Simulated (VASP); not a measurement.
KZnF3, 5 atoms in the cell. The typed cell holds 5 atoms: a = 4.050 Å, b = 4.050 Å, c = 4.050 Å, α = 90.00°, β = 90.00°, γ = 90.00°. 

| Quantity | Value |
| --- | --- |
| Program | VASP 6.6.1 |
| Task | relaxation of the atoms |
| Functional | PBE |
| Potentials or basis | VASP PAW PBE potentials, release 64 (K_sv, Zn, F) |
| Cutoff | 520 eV |
| k mesh | 4 × 4 × 4 |
| Occupations | gaussian, width 0.01 eV |
| Spin | no spin polarisation |
| Dipole correction | no |
| Further INCAR settings | ALGO = Normal; EDIFF = 1e-07; IBRION = 2; EDIFFG = -0.05; NSW = 50 |

Potentials or basis: VASP PAW PBE potentials, release 64 (K_sv, Zn, F).

Command:

```sh
$ cat potpaw_PBE.64/K_sv/POTCAR potpaw_PBE.64/Zn/POTCAR potpaw_PBE.64/F/POTCAR > POTCAR
$ mpirun -np 1 vasp_std > vasp.out
```

Hardware: 1 thread of Intel Xeon 8259CL, on a shared host.

Problem. Estimate the wall time of this run.

Solution. It took 6.1 min on 1 thread of Intel Xeon 8259CL, with other jobs on the host, peak memory 0.21 GiB. Counts: scf iterations 50, k points 36, ion steps 5.
